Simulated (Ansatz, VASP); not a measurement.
**AgCl: VASP beside Ansatz**

File INCAR:

```
SYSTEM = AgCl
PREC     = Accurate       ! precision mode
ENCUT    = 520            ! plane-wave cutoff, eV
EDIFF    = 1E-6           ! SCF threshold, eV
ISMEAR   = 0              ! smearing method
SIGMA    = 0.05           ! smearing width, eV
LREAL    = .FALSE.        ! projectors in reciprocal space
LASPH    = .TRUE.         ! aspherical terms in the spheres
NELM     = 80             ! most SCF steps
ALGO     = Normal         ! electronic algorithm
ISIF     = 2              ! what is computed and relaxed
LWAVE    = .FALSE.        ! write WAVECAR
LCHARG   = .FALSE.        ! write CHGCAR
GGA      = PE             ! functional
NBANDS   = 16             ! bands
```

File KPOINTS:

```
regular mesh
0
G
  8 8 8
  0 0 0
```

File POSCAR:

```
AgCl
1.0
    0.0000000000      2.5815410227      2.5815410227
    2.5815410227      0.0000000000      2.5815410227
    2.5815410227      2.5815410227      0.0000000000
Ag Cl
1 1
Direct
    0.5000000000      0.5000000000      0.5000000000
    0.0000000000      0.0000000000      0.0000000000
```

Input for Ansatz:

```yaml
crystal:
  lattice:
    - [0.0, 2.5815410227, 2.5815410227]
    - [2.5815410227, 0.0, 2.5815410227]
    - [2.5815410227, 2.5815410227, 0.0]
  atoms:
    - { symbol: Ag, position: [0.5, 0.5, 0.5] }
    - { symbol: Cl, position: [0.0, 0.0, 0.0] }
basis:
  ecutwfc: 420
kpoints:
  mp_grid: { grid: [8, 8, 8] }
hamiltonian:
  xc: pbe
scf:
  occupations: { method: gaussian, width: 0.05 }
output:
  forces: true
  stress: true
  eigenvalues: true
```

Change from the starting cell: strain -0.080 along x and y, -0.080 along z, atoms carried along.

Alike in both runs: task single point; functional PBE; k mesh 8 × 8 × 8; occupations gaussian, width 0.05 eV; no spin polarisation.

|  | VASP | Ansatz |
| --- | --- | --- |
| version | VASP 6.6.1 | Ansatz 0.2.0 |
| potentials or method | VASP PAW PBE potentials, release 64 (Ag, Cl), cutoff 520 eV | scalar-relativistic, plane waves, PAW |
| valence electrons in the cell | 18 | 26 |

|  | VASP | Ansatz | Ansatz less VASP |
| --- | --- | --- | --- |
| gap on the k mesh at the Fermi level (eV) | 0.97 | 0.98 | +0.004 |
| least direct gap on the mesh (eV) | 3.55 | 3.53 | -0.015 |
| pressure (GPa) | 20.0 | 20.2 | +0.23 |

VASP's potentials hold 18 valence electrons a cell and Ansatz's 26, so a difference there can come from the potentials and not from the codes.
